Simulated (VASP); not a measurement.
# Ge in VASP: further runs, part 2 of 2

VASP 6.6.1. The steps go on from the part before.

### Step 4. Single point, PBE

INCAR

```
SYSTEM = Ge
PREC = Accurate
ENCUT = 410
EDIFF = 1E-6
ISMEAR = 0
SIGMA = 0.1
LREAL = .FALSE.
LASPH = .TRUE.
NELM = 120
ALGO = Normal
ISIF = 2
LWAVE = .FALSE.
LCHARG = .FALSE.
LDIPOL = .TRUE.
IDIPOL = 3
DIPOL = 0.5 0.5 0.373
GGA = PE
NBANDS = 21
GGA_COMPAT = .FALSE.
NELMDL = -8
```

KPOINTS

```
regular mesh
0
G
  6 6 1
  0 0 0
```

POSCAR

```
Ge
1.0
    4.0433260832      0.0000000000      0.0000000000
   -2.0216630416      3.5016231038      0.0000000000
    0.0000000000      0.0000000000     24.7926398800
Ge
2
Direct
    0.3333333333      0.6666666667      0.3592823658
    0.6666666667      0.3333333333      0.3867583959
```

Potentials or basis: VASP PAW PBE potentials, release 64 (Ge_d).

On the command line:

```console
$ cat potpaw_PBE.64/Ge_d/POTCAR > POTCAR
$ mpirun -np 1 vasp_std > vasp.out
```

OUTCAR:

```text
SYSTEM = Ge
   PREC = Accurate
   ENCUT = 410
   EDIFF = 1E-6
   ISMEAR = 0
   LREAL = .FALSE.
   LASPH = .TRUE.
   NELM = 120
   ISIF = 2
   GGA = PE
   NELMDL = -8

 ion  position               nearest neighbor table
   1  0.333  0.667  0.359-   2 2.43   2 2.43   2 2.43
   2  0.667  0.333  0.387-   1 2.43   1 2.43   1 2.43

  LATTYP: Found a hexagonal cell.
 ALAT       =     4.0433260832
 C/A-ratio  =     6.1317438589

  Lattice vectors:

 A1 = (   4.0433260832,   0.0000000000,   0.0000000000)
 A2 = (  -2.0216630416,   3.5016231038,   0.0000000000)
 A3 = (   0.0000000000,   0.0000000000,  24.7926398800)

Analysis of symmetry for initial positions (statically):
=====================================================================
 Subroutine PRICEL returns:
 Original cell was already a primitive cell.

 Routine SETGRP: Setting up the symmetry group for a
 hexagonal supercell.

 Subroutine GETGRP returns: Found 12 space group operations
 (whereof  6 operations were pure point group operations)
 out of a pool of 24 trial point group operations.

The static configuration has the point symmetry C_3v.
 The point group associated with its full space group is D_3d.

Analysis of symmetry for dynamics (positions and initial velocities):
=====================================================================
 Subroutine PRICEL returns:
 Original cell was already a primitive cell.

 Routine SETGRP: Setting up the symmetry group for a
 hexagonal supercell.

 Subroutine GETGRP returns: Found 12 space group operations
 (whereof  6 operations were pure point group operations)
 out of a pool of 24 trial point group operations.

The dynamic configuration has the point symmetry C_3v.
 The point group associated with its full space group is D_3d.

 Subroutine INISYM returns: Found 12 space group operations
 (whereof  6 operations are pure point group operations),
 and found     1 'primitive' translations

----------------------------------------------------------------------------------------

                                     Primitive cell

  volume of cell :     351.0193

  direct lattice vectors                    reciprocal lattice vectors
     4.043326083  0.000000000  0.000000000     0.247321136  0.142790924  0.000000000
    -2.021663042  3.501623104  0.000000000     0.000000000  0.285581849  0.000000000
     0.000000000  0.000000000 24.792639880     0.000000000  0.000000000  0.040334551

  length of vectors
     4.043326083  4.043326083 24.792639880     0.285581849  0.285581849  0.040334551

  position of ions in fractional coordinates (direct lattice)
     0.333333333  0.666666667  0.359282366
     0.666666667  0.333333333  0.386758396

  ion indices of the primitive-cell ions
   primitive index   ion index
                 1           1
                 2           2

----------------------------------------------------------------------------------------

 KPOINTS: regular mesh

Automatic generation of k-mesh.
 Grid dimensions read from file:
 generate k-points for:    6    6    1

 Generating k-lattice:

  Cartesian coordinates                     Fractional coordinates (reciprocal lattice)
     0.041220189  0.023798487  0.000000000     0.166666667  0.000000000  0.000000000
     0.000000000  0.047596975  0.000000000     0.000000000  0.166666667  0.000000000
     0.000000000  0.000000000  0.040334551     0.000000000  0.000000000  1.000000000

  Length of vectors
     0.047596975  0.047596975  0.040334551

  Shift w.r.t. Gamma in fractional coordinates (k-lattice)
     0.000000000  0.000000000  0.000000000

 Subroutine IBZKPT returns following result:
 ===========================================

 Found      7 irreducible k-points:

 Following reciprocal coordinates:
            Coordinates               Weight
  0.000000  0.000000  0.000000      1.000000
  0.166667  0.000000  0.000000      6.000000
  0.333333  0.000000  0.000000      6.000000
  0.500000  0.000000  0.000000      3.000000
  0.166667  0.166667  0.000000      6.000000
  0.333333  0.166667  0.000000     12.000000
  0.333333  0.333333  0.000000      2.000000
   k-points           NKPTS =      7   k-points in BZ     NKDIM =      7   number of bands    NBANDS=     21
   number of dos      NEDOS =    301   number of ions     NIONS =      2
   total plane-waves  NPLWV = 131712
   dimension x,y,z NGX =    28 NGY =   28 NGZ =  168
   dimension x,y,z NGXF=    56 NGYF=   56 NGZF=  336
   ions per type =               2
   NGX,Y,Z   is equivalent  to a cutoff of  11.51, 11.51, 11.27 a.u.
   NGXF,Y,Z  is equivalent  to a cutoff of  23.03, 23.03, 22.53 a.u.
 SYSTEM =  Ge
   PREC   = accura    normal or accurate (medium, high low for compatibility)
   ISTART =      0    job   : 0-new  1-cont  2-samecut
   ICHARG =      2    charge: 1-file 2-atom 10-const
   ISPIN  =      1    spin polarized calculation?
   LNONCOLLINEAR =      F non collinear calculations
   LSORBIT =      F    spin-orbit coupling
   LASPH  =      T    aspherical Exc in radial PAW
   ENCUT  =  410.0 eV  30.13 Ry    5.49 a.u.   6.68  6.68 40.93*2*pi/ulx,y,z
   NELM   =    120;   NELMIN=  2; NELMDL= -8     # of ELM steps
   EDIFF  = 0.1E-05   stopping-criterion for ELM
   LREAL  =      F    real-space projection
   EDIFFG = 0.1E-04   stopping-criterion for IOM
   NSW    =      0    number of steps for IOM
   IBRION =     -1    ionic relax: 0-MD 1-quasi-New 2-CG
   NFREE  =      0    steps in history (QN), initial steepest desc. (CG)
   ISIF   =      2    stress and relaxation
   ISYM   =      2    0-nonsym 1-usesym 2-fastsym
   POTIM  = 0.5000    time-step for ionic-motion
   TEBEG  =    0.0;   TEEND  =   0.0 temperature during run
   PSTRESS=    0.0 pullay stress
   NELECT =      28.0000    total number of electrons
   NUPDOWN=      -1.0000    fix difference up-down
   EMIN   =  10.00;   EMAX   =-10.00  energy-range for DOS
   EFERMI =   0.00;   METHOD = LEGACY
   ISMEAR =     0;   SIGMA  =   0.10  broadening in eV -4-tet -1-fermi 0-gaus
   EFERMI_NEDOS =   21; number of points for ismear=-14 and -15
   IALGO  =     38    algorithm
   IMIX   =      4    mixing-type and parameters
     AMIX     =   0.40;   BMIX     =  1.00
     AMIX_MAG =   1.60;   BMIX_MAG =  1.00
  volume/ion in A,a.u.               =     175.51      1184.40
  Fermi-wavevector in a.u.,A,eV,Ry     =   0.704721  1.331730  6.757084  0.496632
  Thomas-Fermi vector in A             =   1.790039
   LORBIT       =      0    0 simple, 1 ext, 2 COOP (PROOUT), +10 PAW based schemes
   GGA     = PE    functional components
   LHFCALC =     F    Hartree Fock is set to
   AEXX    =    0.0000 exact exchange contribution
   IVDW    =     0    specifies the selected vdW correction
   LEPSILON=     F    determine dielectric tensor
   LRPA    =     F    only Hartree local field effects (RPA)
 non-spin polarized calculation
 Gauss-broadening in eV      SIGMA  =   0.10
  energy-cutoff  :      410.00
  volume of cell :      351.02
 maximum number of plane-waves:      6645
 NGX is ok and might be reduce to    28

 dipolmoment           0.000000      0.000000     -0.000000 electrons x Angstroem

 number of electron      28.0000026 magnetization

 dipolmoment           0.000000      0.000000      0.000003 electrons x Angstroem

 Free energy of the ion-electron system (eV)
  ---------------------------------------------------
  ext. energy  EPLUGINS =         0.00000000
  ---------------------------------------------------
  free energy    TOTEN  =        -8.04203806 eV

  energy without entropy =       -8.03576929  energy(sigma->0) =       -8.03890368

 E-fermi :  -3.2771     XC(G=0):  -1.8500

 val. band max:       -3.2770631728   @ k =   0.3333   0.3333   0.0000
 cond. band min:      -3.2770513071   @ k =   0.3333   0.3333   0.0000
 fundamental gap:      0.0000118657
 Fermi energy:        -3.2770572399

 k-point     1 :       0.0000    0.0000    0.0000
  band No.  band energies     occupation
      1     -27.7838      2.00000
      2     -27.7838      2.00000
      3     -27.7394      2.00000
      4     -27.7374      2.00000
      5     -27.7374      2.00000
      6     -27.6710      2.00000
[... 142 lines left out ...]
      5     -27.6342      2.00000
      6     -27.6341      2.00000
[... 13 lines left out ...]
     20       3.5679      0.00000
     21       3.7537      0.00000

------------------------ aborting loop because EDIFF is reached ----------------------------------------

 vacuum level on the upper side and lower side of the slab       (xc-potential included)        -0.007        -0.007

  FORCE on cell =-STRESS in cart. coord.  units (eV):
  Direction    XX          YY          ZZ          XY          YZ          ZX
  --------------------------------------------------------------------------------------
  -------------------------------------------------------------------------------------
  Total       -0.1156905     -0.1156905     -0.1095728     -0.0000000      0.0000000      0.0000000
  in kB       -0.5280527     -0.5280527     -0.5001295     -0.0000000      0.0000000      0.0000000
  external PRESSURE =      -0.5187449 kB  Pullay stress =       0.0000000 kB

 VOLUME and BASIS-vectors are now :
 -----------------------------------------------------------------------------
  energy-cutoff  :      410.00
  volume of cell :      351.02
      direct lattice vectors                 reciprocal lattice vectors
     4.043326083  0.000000000  0.000000000     0.247321136  0.142790924  0.000000000
    -2.021663042  3.501623104  0.000000000     0.000000000  0.285581849  0.000000000
     0.000000000  0.000000000 24.792639880     0.000000000  0.000000000  0.040334551

 POSITION                                       TOTAL-FORCE (eV/Angst)
 -----------------------------------------------------------------------------------
     -0.00000      2.33442      8.90756        -0.000000      0.000000     -0.000847
      2.02166      1.16721      9.58876         0.000000      0.000000      0.000847
 -----------------------------------------------------------------------------------
    total drift:                               -0.000001      0.000001      0.000697

  FREE ENERGIE OF THE ION-ELECTRON SYSTEM (eV)
  ---------------------------------------------------
  free  energy   TOTEN  =        -8.0420380627 eV

  energy  without entropy=       -8.0357692895  energy(sigma->0) =       -8.03890368

 vacuum level on the upper side and lower side of the slab         1.175         1.175
```

Run time: 48 s. Hardware: 1 thread of Intel Xeon 6975P-C (Granite Rapids), shared host; peak memory 0.33 GiB.

Results:

- Free energy: -8.0420 eV
- Band gap on the k mesh: zero (filled and empty bands touch)

### Step 5. Overview

```tsv
cell	k mesh	cutoff (eV)	gap on the mesh (eV)
a = 4.044, b = 4.044, c = 24.793 Å, angles 90.0, 90.0, 120.0°, 2 atoms	12 × 12 × 1	520	none
a = 4.043, b = 4.043, c = 24.793 Å, angles 90.0, 90.0, 120.0°, 2 atoms	12 × 12 × 1	520	none
a = 4.043, b = 4.043, c = 24.793 Å, angles 90.0, 90.0, 120.0°, 2 atoms	6 × 6 × 1	410	none
```

Some of these runs hold the atoms at other places in the same cell, which the table doesn't show; runs alike in all that it shows share one row.

Alike in all rows: task single point; level PBE; potentials or basis VASP PAW PBE potentials, release 64 (Ge_d); no spin polarisation; smearing gaussian 0.1 eV.

Every run on the cell as given and a fine mesh finds a metal.

Total energies depend on the potentials used, so only differences within one code and one set of settings carry meaning.
